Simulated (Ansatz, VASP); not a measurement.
**Two plane-wave programs on Cd**

```xyz
1
Lattice="2.9072 0.0000 0.0000 0.0000 2.9072 0.0000 0.0000 0.0000 2.9072" Properties=species:S:1:pos:R:3 pbc="T T T"
Cd    0.0000    0.0000    0.0000
```

Alike in both runs: functional PBEsol; k mesh 18 × 18 × 18; occupations gaussian, width 0.1 eV; no spin polarisation.

Ansatz relaxed the structure, and its values are those at the end. VASP's run is a single point on that final structure, the one shown.

|  | VASP | Ansatz |
| --- | --- | --- |
| version | VASP 6.6.1 | Ansatz 0.2.0 |
| potentials or method | VASP PAW PBE potentials, release 64 (Cd), cutoff 520 eV | scalar-relativistic, plane waves, PAW |
| valence electrons in the cell | 12 | 20 |

Ansatz gave:

* gap on the k mesh at the Fermi level (eV): none
* pressure (GPa): 0.0

Estimate VASP's values.

gap on the k mesh at the Fermi level (eV): none; pressure (GPa): 0.3.

VASP's potentials were made for PBE, not for PBEsol. A gap of «none» marks a metal or a gap that the smearing closes. The functional is the same, so the differences come from potentials, cutoffs and numerics. VASP's potentials hold 12 valence electrons a cell and Ansatz's 20, so a difference there can come from the potentials and not from the codes.
